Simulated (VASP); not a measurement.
Ti:

```
Ti
1.0
     2.94631    0.00000    0.00000
     0.00000    2.94631    0.00000
     0.00000    0.00000    4.55873
Ti
2
Direct
  0.50000 0.00000 0.50000
  0.00000 0.50000 0.00000
```

This cell differs from its parent crystal: atoms taken out.

* Program: VASP 6.6.1
* Task: relaxation of cell and atoms
* Functional: r2SCAN
* Potentials or basis: VASP PAW PBE potentials, release 64 (Ti_sv)
* Cutoff: 600 eV
* k mesh: 6 × 6 × 4
* Occupations: gaussian, width 0.1 eV
* Spin: no spin polarisation

At the start: pressure -11.7 GPa; volume 19.79 Å³/atom.

Q: How do energy, volume and symmetry change on relaxing?

A: Over 9 steps the energy falls by 105.5 meV/atom and the volume is 17.46 Å³/atom (-11.8 %); space group I4/mmm (No. 139, to 0.1 Å) before, Fm-3m (No. 225, to 0.1 Å).

Step by step:
| step | energy change (eV) | largest force (eV/Å) | pressure (GPa) | volume (Å³) |
| --- | --- | --- | --- | --- |
| 1 | 0.0000 | 0.0000 | -11.66 | 39.57 |
| 2 | -0.0966 | 0.0000 | 11.93 | 31.88 |
| 3 | -0.1997 | 0.0000 | 0.18 | 34.83 |
| 4 | -0.1996 | 0.0000 | 0.45 | 34.74 |
| 5 | -0.2049 | 0.0000 | 0.43 | 34.79 |
| 6 | -0.2074 | 0.0000 | 0.38 | 34.83 |
| 7 | -0.2105 | 0.0000 | 0.12 | 34.91 |
| 8 | -0.1917 | 0.0000 | -0.18 | 34.98 |
| 9 | -0.2111 | 0.0000 | 0.04 | 34.92 |

Final structure:
```yaml
crystal:
  lattice:
    - [2.91228, 0.00000, 0.00000]
    - [0.00000, 2.91228, 0.00000]
    - [0.00000, 0.00000, 4.11758]
  atoms:
    - { symbol: Ti, position: [0.50000, 0.00000, 0.50000] }
    - { symbol: Ti, position: [0.00000, 0.50000, 0.00000] }
```

Caveat: the cell differs from its parent crystal (atoms taken out); the PAW data sets were made with another functional, which shifts forces and pressure a little.
